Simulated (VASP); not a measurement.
Here is a VASP 6.6.1 calculation.

INCAR

```
SYSTEM = Al4CoNi3
  PREC = Accurate
  ENCUT = 520
  EDIFF = 1E-7
  ISMEAR = 0
  SIGMA = 0.1
  LREAL = .False.
  LASPH = .True.
  NELM = 150
  ALGO = Normal
  ISIF = 2
  LWAVE = .False.
  LCHARG = .False.
  ISPIN = 2
  MAGMOM = 0 0 0 0 0 0 0 0.49
  LORBIT = 11
  LMAXMIX = 4
  GGA = PE
  NBANDS = 40
  KPAR = 4
```

Contents of KPOINTS:

```
regular mesh
0
Gamma
  14 14 4
  0 0 0
```

Contents of POSCAR:

```
Al4CoNi3
1.0
    2.8774962000      0.0000000000      0.0000000000
    0.0000000000      2.8774962000      0.0000000000
    0.0000000000      0.0000000000     11.5904150000
Al Ni Co
4 3 1
Direct
    0.0000000000      0.0000000000      0.6220070000
    0.0000000000      0.0000000000      0.8743430000
    0.0000000000      0.0000000000      0.1256570000
    0.0000000000      0.0000000000      0.3779930000
    0.5000000000      0.5000000000      0.7476750000
    0.5000000000      0.5000000000      0.0000000000
    0.5000000000      0.5000000000      0.2523250000
    0.5000000000      0.5000000000      0.5000000000
```

Potentials or basis: VASP PAW PBE potentials, release 64 (Al, Ni, Co).

The run is started by

```bash
$ cat potpaw_PBE.64/Al/POTCAR potpaw_PBE.64/Ni/POTCAR potpaw_PBE.64/Co/POTCAR > POTCAR
$ mpirun -np 4 vasp_std > vasp.out
```

(1) Predict the pressure.

(2) Predict the net moment.

(3) What does it give for the largest force?

Results:

(1) -0.1 GPa.

(2) 0.00 μB per cell.

(3) 0.086 eV/Å.
